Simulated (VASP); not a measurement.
# Si16C (a cell with a defect) in VASP: further runs

Si16C (a cell with a defect) is run at these levels: PBEsol; tasks: single point.

Program: VASP 6.6.1. These are calculated values, not measurements. Logs are shortened: lines on timing, memory, paths and dates and some standing lists are left out, and cuts for length are marked.

### 1 The cell of the first run

The cell holds a defect, 17 atoms: a = 7.679 Å, b = 7.679 Å, c = 7.679 Å, α = 60.00°, β = 60.00°, γ = 60.00°.

### 2 Single point, PBEsol, collinear spin

The input, INCAR:

```
SYSTEM = Si16C
PREC     = Accurate       ! precision mode
ENCUT    = 520            ! plane-wave cutoff, eV
EDIFF    = 1E-6           ! SCF threshold, eV
ISMEAR   = -1             ! smearing method
SIGMA    = 0.05           ! smearing width, eV
LREAL    = Auto         
LASPH    = .True.         ! aspherical terms in the spheres
NELM     = 150            ! most SCF steps
ALGO     = Normal         ! electronic algorithm
ISIF     = 2              ! what is computed and relaxed
LWAVE    = .False.        ! write WAVECAR
LCHARG   = .True.         ! write CHGCAR
ISPIN    = 2              ! spin polarisation
MAGMOM   = 0 0 0 0 0 0 0 0 0 0 0 0 0 0 0 0 1 ! initial moments
LORBIT   = 11             ! projections on sites
GGA      = PS             ! functional
LELF     = .True.         ! ELF
LVHAR    = .True.       
NBANDS   = 52             ! bands
```

The input, KPOINTS:

```
Automatic mesh
0
Gamma
  2 2 2
  0 0 0
```

The input, POSCAR:

```
Si16C
1.0
    0.0000000000      5.4300000000      5.4300000000
    5.4300000000      0.0000000000      5.4300000000
    5.4300000000      5.4300000000      0.0000000000
Si C
16 1
Direct
   -0.0275506446      0.0452670350     -0.0091896869
    0.0755801105      0.2061694291      0.0766850829
   -0.0404972376      0.0863904236      0.4666482505
    0.0923388582      0.1855616943      0.6067403315
   -0.0205709024      0.5839410681     -0.0806629834
    0.1555709024      0.6685174954      0.0280202578
    0.0098434622      0.5619981584      0.4571362799
    0.1231491713      0.7094659300      0.5468876611
    0.4409484346     -0.0173020258      0.0097697974
    0.6318876611     -0.0001933702      0.1648710866
    0.4720810313     -0.0064272560      0.5559300184
    0.6092909761      0.0919613260      0.6615009208
    0.5357550645      0.3895119705      0.0897329650
    0.6204880295      0.5983701657      0.1437661142
    0.4836832413      0.4501473297      0.5377900552
    0.6635819521      0.6208195212      0.6158471455
    0.4404143646      0.5573756906      0.8594198895
```

Potentials or basis: VASP PAW PBE potentials, release 64 (Si, C).

Command:

```sh
cat potpaw_PBE.64/Si/POTCAR potpaw_PBE.64/C/POTCAR > POTCAR
mpirun -np 1 vasp_std > vasp.out
```

OUTCAR:

```text
SYSTEM = Si16C
   PREC = Accurate
   ENCUT = 520
   EDIFF = 1E-6
   ISMEAR = -1
   LREAL = Auto
   LASPH = .True.
   NELM = 150
   ISIF = 2
   ISPIN = 2
   LORBIT = 11
   GGA = PS

 ion  position               nearest neighbor table
   1  0.972  0.045  0.991-   2 2.21  10 2.39   4 2.41   6 2.44  13 3.07
   2  0.076  0.206  0.077-   1 2.21   5 2.38   9 2.39   3 2.45
   3  0.960  0.086  0.467-  12 2.32   4 2.34   8 2.39   2 2.45
   4  0.092  0.186  0.607-   3 2.34   7 2.38   1 2.41  11 2.44
   5  0.979  0.584  0.919-   8 2.34   6 2.34   2 2.38  14 2.39
   6  0.156  0.669  0.028-  17 1.90   5 2.34   1 2.44   7 2.70  13 2.73
   7  0.010  0.562  0.457-  16 2.21   8 2.21   4 2.38   6 2.70
   8  0.123  0.709  0.547-   7 2.21   5 2.34   3 2.39  15 2.46
   9  0.441  0.983  0.010-  12 2.22  10 2.38   2 2.39  14 2.45
  10  0.632  1.000  0.165-   9 2.38   1 2.39  13 2.51  11 2.60
  11  0.472  0.994  0.556-  12 2.15  16 2.39   4 2.44  10 2.60
  12  0.609  0.092  0.662-  11 2.15   9 2.22  15 2.25   3 2.32
  13  0.536  0.390  0.090-  17 1.84  14 2.27  10 2.51   6 2.73  16 3.01   1 3.07
  14  0.620  0.598  0.144-  13 2.27   5 2.39   9 2.45  15 2.48
  15  0.484  0.450  0.538-  12 2.25   8 2.46  14 2.48  16 2.72
  16  0.664  0.621  0.616-  17 1.84   7 2.21  11 2.39  15 2.72  13 3.01
  17  0.440  0.557  0.859-  16 1.84  13 1.84   6 1.90

  LATTYP: Found a face centered cubic cell.
 ALAT       =    10.8600000000

  Lattice vectors:

 A1 = (   0.0000000000,   5.4300000000,   5.4300000000)
 A2 = (   5.4300000000,   0.0000000000,   5.4300000000)
 A3 = (   5.4300000000,   5.4300000000,   0.0000000000)

Analysis of symmetry for initial positions (statically):
=====================================================================
 Subroutine PRICEL returns:
 Original cell was already a primitive cell.

 Routine SETGRP: Setting up the symmetry group for a
 face centered cubic supercell.

 Subroutine GETGRP returns: Found  1 space group operations
 (whereof  1 operations were pure point group operations)
 out of a pool of 48 trial point group operations.

The static configuration has the point symmetry C_1 .

Analysis of symmetry for dynamics (positions and initial velocities):
=====================================================================
 Subroutine PRICEL returns:
 Original cell was already a primitive cell.

 Routine SETGRP: Setting up the symmetry group for a
 face centered cubic supercell.

 Subroutine GETGRP returns: Found  1 space group operations
 (whereof  1 operations were pure point group operations)
 out of a pool of 48 trial point group operations.

The dynamic configuration has the point symmetry C_1 .

Analysis of structural, dynamic, and magnetic symmetry:
=====================================================================
 Subroutine PRICEL returns:
 Original cell was already a primitive cell.

 Routine SETGRP: Setting up the symmetry group for a
 face centered cubic supercell.

 Subroutine GETGRP returns: Found  1 space group operations
 (whereof  1 operations were pure point group operations)
 out of a pool of 48 trial point group operations.

The overall configuration has the point symmetry C_1 .

 Subroutine INISYM returns: Found  1 space group operations
 (whereof  1 operations are pure point group operations),
 and found     1 'primitive' translations

----------------------------------------------------------------------------------------

                                     Primitive cell

  volume of cell :     320.2060

  direct lattice vectors                    reciprocal lattice vectors
     0.000000000  5.430000000  5.430000000    -0.092081031  0.092081031  0.092081031
     5.430000000  0.000000000  5.430000000     0.092081031 -0.092081031  0.092081031
     5.430000000  5.430000000  0.000000000     0.092081031  0.092081031 -0.092081031

  length of vectors
     7.679179644  7.679179644  7.679179644     0.159489025  0.159489025  0.159489025

[... 74 lines left out ...]
  0.500000  0.000000  0.500000      1.000000
   k-points           NKPTS =      8   k-points in BZ     NKDIM =      8   number of bands    NBANDS=     52
   number of dos      NEDOS =    301   number of ions     NIONS =     17
   total plane-waves  NPLWV = 216000
   dimension x,y,z NGX =    60 NGY =   60 NGZ =   60
   dimension x,y,z NGXF=   120 NGYF=  120 NGZF=  120
   ions per type =              16   1
   NGX,Y,Z   is equivalent  to a cutoff of  12.99, 12.99, 12.99 a.u.
   NGXF,Y,Z  is equivalent  to a cutoff of  25.98, 25.98, 25.98 a.u.
 SYSTEM =  Si16C
   PREC   = accura    normal or accurate (medium, high low for compatibility)
   ISTART =      0    job   : 0-new  1-cont  2-samecut
   ICHARG =      2    charge: 1-file 2-atom 10-const
   ISPIN  =      2    spin polarized calculation?
   LNONCOLLINEAR =      F non collinear calculations
   LSORBIT =      F    spin-orbit coupling
   LASPH  =      T    aspherical Exc in radial PAW
   ENCUT  =  520.0 eV  38.22 Ry    6.18 a.u.  14.28 14.28 14.28*2*pi/ulx,y,z
   NELM   =    150;   NELMIN=  2; NELMDL= -5     # of ELM steps
   EDIFF  = 0.1E-05   stopping-criterion for ELM
   LREAL  =      T    real-space projection
   EDIFFG = 0.1E-04   stopping-criterion for IOM
   NSW    =      0    number of steps for IOM
   IBRION =     -1    ionic relax: 0-MD 1-quasi-New 2-CG
   NFREE  =      0    steps in history (QN), initial steepest desc. (CG)
   ISIF   =      2    stress and relaxation
   ISYM   =      2    0-nonsym 1-usesym 2-fastsym
   POTIM  = 0.5000    time-step for ionic-motion
   TEBEG  =    0.0;   TEEND  =   0.0 temperature during run
   PSTRESS=    0.0 pullay stress
   NELECT =      68.0000    total number of electrons
   NUPDOWN=      -1.0000    fix difference up-down
   EMIN   =  10.00;   EMAX   =-10.00  energy-range for DOS
   EFERMI =   0.00;   METHOD = LEGACY
   ISMEAR =    -1;   SIGMA  =   0.05  broadening in eV -4-tet -1-fermi 0-gaus
   EFERMI_NEDOS =   21; number of points for ismear=-14 and -15
   IALGO  =     38    algorithm
   IMIX   =      4    mixing-type and parameters
     AMIX     =   0.40;   BMIX     =  1.00
     AMIX_MAG =   1.60;   BMIX_MAG =  1.00
  volume/ion in A,a.u.               =      18.84       127.11
  Fermi-wavevector in a.u.,A,eV,Ry     =   0.976715  1.845724 12.979587  0.953973
  Thomas-Fermi vector in A             =   2.107356
   LORBIT       =     11    0 simple, 1 ext, 2 COOP (PROOUT), +10 PAW based schemes
   GGA     = PS    functional components
   LHFCALC =     F    Hartree Fock is set to
   AEXX    =    0.0000 exact exchange contribution
   IVDW    =     0    specifies the selected vdW correction
   LEPSILON=     F    determine dielectric tensor
   LRPA    =     F    only Hartree local field effects (RPA)
 spin polarized calculation
  energy-cutoff  :      520.00
  volume of cell :      320.21
 maximum number of plane-waves:      8646
 NGX is ok and might be reduce to    60
   NGX = 29   NGY = 29   NGZ = 29

 number of electron      68.0000000 magnetization       0.0000853

 number of electron      68.0000000 magnetization      -0.0000212

 Free energy of the ion-electron system (eV)
  ---------------------------------------------------
  ext. energy  EPLUGINS =         0.00000000
  ---------------------------------------------------
  free energy    TOTEN  =       -93.75352358 eV

  energy without entropy =      -93.72556003  energy(sigma->0) =      -93.73954181

 E-fermi :   6.1844     XC(G=0):  -9.7706

 val. band max:        6.1627861690   @ k =   0.0000   0.0000   0.0000
 cond. band min:       6.4225406518   @ k =   0.0000   0.5000   0.0000
 fundamental gap:      0.2597544827
 Fermi energy:         6.1844028658

 spin component 1

 k-point     1 :       0.0000    0.0000    0.0000
  band No.  band energies     occupation
      1      -7.0480      1.00000
      2      -5.4686      1.00000
      3      -3.9797      1.00000
      4      -3.8984      1.00000
      5      -3.5030      1.00000
      6      -2.9931      1.00000
[... 381 lines left out ...]
     45       9.5329      0.00000
     46       9.7809      0.00000
 Fermi energy:         6.1844028658

 spin component 2

 k-point     1 :       0.0000    0.0000    0.0000
  band No.  band energies     occupation
      1      -7.0480      1.00000
      2      -5.4685      1.00000
      3      -3.9797      1.00000
      4      -3.8984      1.00000
      5      -3.5030      1.00000
      6      -2.9931      1.00000
[... 381 lines left out ...]
     45       9.5329      0.00000
     46       9.7809      0.00000
 [bands above 46 left out]

------------------------ aborting loop because EDIFF is reached ----------------------------------------

  FORCE on cell =-STRESS in cart. coord.  units (eV):
  Direction    XX          YY          ZZ          XY          YZ          ZX
  --------------------------------------------------------------------------------------
  -------------------------------------------------------------------------------------
  Total       -2.9090576      1.5330069      0.5690027      3.5236631      5.3135791      3.1738458
  in kB      -14.5557110      7.6705273      2.8470524     17.6309404     26.5869333     15.8806004
  external PRESSURE =      -1.3460438 kB  Pullay stress =       0.0000000 kB

 VOLUME and BASIS-vectors are now :
 -----------------------------------------------------------------------------
  energy-cutoff  :      520.00
  volume of cell :      320.21
      direct lattice vectors                 reciprocal lattice vectors
     0.000000000  5.430000000  5.430000000    -0.092081031  0.092081031  0.092081031
     5.430000000  0.000000000  5.430000000     0.092081031 -0.092081031  0.092081031
     5.430000000  5.430000000  0.000000000     0.092081031  0.092081031 -0.092081031

 POSITION                                       TOTAL-FORCE (eV/Angst)
 -----------------------------------------------------------------------------------
      5.62590     10.66050      5.52620        -1.491819     -1.246325     -1.053121
      1.53590      0.82680      1.52990         0.996935      1.277351      0.575293
      3.00300      7.74400      5.67920        -0.803511     -0.005387      0.370514
      4.30220      3.79600      1.50900         0.163009      0.897056      0.141710
      8.16280     10.31030      8.48910         0.210733      0.298115     -0.744696
      3.78220      0.99690      4.47480         0.517828      0.545332      0.305485
[... 9 lines left out ...]
      6.71510      6.94730      6.97430         0.871673     -2.346178     -1.649304
      7.69320      7.05810      5.41800         0.597570      0.188119     -0.615293
 -----------------------------------------------------------------------------------
    total drift:                               -0.006794     -0.002060      0.017197

  FREE ENERGIE OF THE ION-ELECTRON SYSTEM (eV)
  ---------------------------------------------------
  free  energy   TOTEN  =       -93.7535235846 eV

  energy  without entropy=      -93.7255600261  energy(sigma->0) =      -93.73954181

 total charge

# of ion       s       p       d       tot
------------------------------------------
    1        0.757   0.917   0.000   1.673
    2        0.756   0.921   0.000   1.677
    3        0.758   0.907   0.000   1.665
    4        0.749   0.898   0.000   1.647
    5        0.760   0.911   0.000   1.671
    6        0.756   0.842   0.000   1.598
[... 9 lines left out ...]
   16        0.765   0.886   0.000   1.650
   17        0.894   1.499   0.000   2.393
--------------------------------------------------
tot         13.138  15.860   0.000  28.998

 magnetization (x)

# of ion       s       p       d       tot
------------------------------------------
    1        0.000  -0.000   0.000  -0.000
    2        0.000   0.000   0.000   0.000
    3        0.000  -0.000   0.000   0.000
    4        0.000   0.000   0.000   0.000
    5        0.000   0.000   0.000   0.000
    6       -0.000  -0.000   0.000  -0.000
[... 9 lines left out ...]
   16       -0.000  -0.000   0.000  -0.000
   17        0.000   0.000   0.000   0.000
--------------------------------------------------
tot          0.000   0.000   0.000   0.000
```

Run time: 4.5 min. Hardware: 1 thread of Intel Xeon 6975P-C (Granite Rapids), shared host; peak memory 0.7 GiB.

What came out:

- Free energy: -93.7535 eV
- Pressure: -0.1 GPa
- Largest force: 3.488 eV/Å
- Band gap on the k mesh: zero (filled and empty bands overlap)
- Net moment: 0.00 μB per cell
- Valence electrons inside the program's atomic spheres: Si 1.67, 1.68, 1.65, 1.60, 1.69, 1.70, 1.61, 1.78, 1.64 (each value once); C 2.39

Forces on the atoms (eV/Å):
```
Si  -1.492 -1.246 -1.053
Si   0.997  1.277  0.575
Si  -0.804 -0.005  0.371
Si   0.163  0.897  0.142
Si   0.211  0.298 -0.745
Si   0.518  0.545  0.305
Si  -2.709 -0.324  0.186
Si   0.485  1.439  0.617
Si   0.673  1.024 -1.011
Si   1.558  0.546  0.658
Si  -2.221 -2.435 -1.142
Si   0.085  0.939  1.649
Si  -1.167  0.133 -0.989
Si   0.637  0.120  0.291
Si   1.596 -1.051  2.411
Si   0.872 -2.346 -1.649
C    0.598  0.188 -0.615
```

Caveat: the k points lie up to 0.50 Å⁻¹ apart, too coarse for converged energies and pressures of a metal; the atoms stand as in a frame of molecular dynamics; the PAW data sets were made with another functional, which shifts forces and pressure a little.

(Continued in part 2 of 2.)

The gap in the log of VASP goes by the Fermi energy; the results here count the filled bands.